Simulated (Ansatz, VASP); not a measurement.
# Ga3Se in VASP and in Ansatz

INCAR

```
PREC = Accurate
ENCUT = 520
EDIFF = 1E-7
ISMEAR = 0
SIGMA = 0.2
LREAL = False
LASPH = True
NELM = 60
ALGO = Normal
ISIF = 2
LWAVE = False
LCHARG = False
GGA = PE
NBANDS = 30
```

File KPOINTS:

```
regular mesh
0
Gamma
  5 5 5
```

The input POSCAR:

```
Ga3Se
1.0
    4.4324650000      0.0000000000      0.0000000000
    0.0000000000      4.4324650000      0.0000000000
    0.0000000000      0.0000000000      4.4324650000
Ga Se
3 1
Direct
    0.0000000000      0.5000000000      0.5000000000
    0.5000000000      0.0000000000      0.5000000000
    0.5000000000      0.5000000000      0.0000000000
    0.0000000000      0.0000000000      0.0000000000
```

Input for Ansatz:

```yaml
crystal:
  lattice:
    - [4.432465, 0.0, 0.0]
    - [0.0, 4.432465, 0.0]
    - [0.0, 0.0, 4.432465]
  atoms:
    - { symbol: Ga, position: [0.0, 0.5, 0.5] }
    - { symbol: Ga, position: [0.5, 0.0, 0.5] }
    - { symbol: Ga, position: [0.5, 0.5, 0.0] }
    - { symbol: Se, position: [0.0, 0.0, 0.0] }
basis:
  ecutwfc: 420
kpoints:
  mp_grid: { grid: [5, 5, 5] }
hamiltonian:
  xc: pbe
scf:
  occupations: { method: gaussian, width: 0.2 }
output:
  forces: true
  stress: true
  eigenvalues: true
```

Alike in both runs: task single point; functional PBE; k mesh 5 × 5 × 5; occupations gaussian, width 0.2 eV; no spin polarisation.

|  | VASP | Ansatz |
| --- | --- | --- |
| version | VASP 6.6.1 | Ansatz 0.2.0 |
| potentials or method | VASP PAW PBE potentials, release 64 (Ga_d, Se), cutoff 520 eV | scalar-relativistic, plane waves, PAW |
| valence electrons in the cell | 45 | 55 |

```tsv
	VASP	Ansatz	Ansatz less VASP
gap on the k mesh at the Fermi level (eV)	none	none	-
pressure (GPa)	-0.1	-0.1	-0.06
```

A gap of «none» marks a metal or a gap that the smearing closes. With one functional, cell and mesh, what is left measures potentials, basis and numerics. VASP's potentials hold 45 valence electrons a cell and Ansatz's 55, so a difference there can come from the potentials and not from the codes.
